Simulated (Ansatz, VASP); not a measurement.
# Two plane-wave programs on ZnS

POSCAR

```
ZnS
1.0
    0.0000000000      2.6945131952      2.6945131952
    2.6945131952      0.0000000000      2.6945131952
    2.6945131952      2.6945131952      0.0000000000
Zn S
1 1
Direct
    0.0000000000      0.0000000000      0.0000000000
    0.8056686827      0.8056686827      0.6156039113
```

INCAR.step1

```
ALGO = Normal
EDIFF = 1E-4
ENCUT = 520
GGA = PE
ISMEAR = 0
LASPH = True
LCHARG = False
LREAL = False
LWAVE = True
NBANDS = 16
NELM = 60
PREC = Accurate
SIGMA = 0.05
```

The input INCAR.step2:

```
ALGO = Normal
EDIFF = 1E-7
ENCUT = 520
ISIF = 2
ISMEAR = 0
ISTART = 1
LASPH = True
LCHARG = False
LMIXTAU = True
LREAL = False
LWAVE = False
METAGGA = R2SCAN
NBANDS = 16
NELM = 60
PREC = Accurate
SIGMA = 0.05
```

KPOINTS

```
k-points
0
Gamma
  8 8 8
```

Input for Ansatz:

```yaml
crystal:
  lattice:
    - [0.0, 2.6945131952, 2.6945131952]
    - [2.6945131952, 0.0, 2.6945131952]
    - [2.6945131952, 2.6945131952, 0.0]
  atoms:
    - { symbol: Zn, position: [0.0, 0.0, 0.0] }
    - { symbol: S, position: [0.8056686827, 0.8056686827, 0.6156039113] }
basis:
  ecutwfc: 500
kpoints:
  mp_grid: { grid: [8, 8, 8] }
hamiltonian:
  xc: r2scan
scf:
  occupations: { method: gaussian, width: 0.05 }
output:
  forces: true
  stress: true
  eigenvalues: true
```

Alike in both runs: task single point; functional r2SCAN; k mesh 8 × 8 × 8; occupations gaussian, width 0.05 eV; no spin polarisation.

|  | VASP | Ansatz |
| --- | --- | --- |
| version | VASP 6.6.1 | Ansatz 0.2.0 |
| potentials or method | VASP PAW PBE potentials, release 64 (Zn, S), cutoff 520 eV | scalar-relativistic, plane waves, PAW |
| valence electrons in the cell | 18 | 18 |

Ansatz gave:

```
gap on the k mesh at the Fermi level (eV)                     : 2.55
least direct gap on the mesh (eV)                             : 2.55
pressure (GPa)                                                : 10.8
traceless stress, the component that is largest in VASP (GPa) : 15.37
rms of the force components (eV/Å)                            : 3.784
```

**Question.** What did VASP give for the same quantities?

**Answer.** gap on the k mesh at the Fermi level (eV): 2.56; least direct gap on the mesh (eV): 2.56; pressure (GPa): 11.1; traceless stress, the component that is largest in VASP (GPa): 15.62; rms of the force components (eV/Å): 3.842.

VASP's potentials were made for PBE, not for r2SCAN. Atom by atom the forces differ by 0.058 eV/Å (rms over components).
